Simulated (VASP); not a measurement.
Here is a VASP 6.6.1 calculation.

Contents of INCAR:

```
SYSTEM = BaS
  PREC = Accurate
  ENCUT = 520
  EDIFF = 1E-6
  ISMEAR = 0
  SIGMA = 0.05
  LREAL = .False.
  LASPH = .True.
  NELM = 150
  ALGO = Normal
  ISIF = 2
  LWAVE = .False.
  LCHARG = .False.
  LNONCOLLINEAR = .True.
  MAGMOM = 0 0 0 0 0 0
  LORBIT = 11
  LSORBIT = .True.
  GGA_COMPAT = .False.
  LORBMOM = .True.
  GGA = PE
  NBANDS = 28
```

The input KPOINTS:

```
regular mesh
0
Gamma
  6 6 6
  0 0 0
```

Contents of POSCAR:

```
BaS
1.0
    0.0000000000      3.2551805050      3.2551805050
    3.2551805050      0.0000000000      3.2551805050
    3.2551805050      3.2551805050      0.0000000000
Ba S
1 1
Direct
    0.5000000000      0.5000000000      0.5000000000
    0.0000000000      0.0000000000      0.0000000000
```

Potentials or basis: VASP PAW PBE potentials, release 64 (Ba_sv, S).

The run is started by

```bash
$ cat potpaw_PBE.64/Ba_sv/POTCAR potpaw_PBE.64/S/POTCAR > POTCAR
$ mpirun -np 1 vasp_ncl > vasp.out
```

Problem. Predict the pressure.

Solution. -1.0 GPa.

Problem. Estimate the net moment.

Solution. 0.00 μB per cell.

Moments on the atoms (μB; x, y, z):
```
Ba  0.00 0.00 0.00
S   0.00 0.00 0.00
```
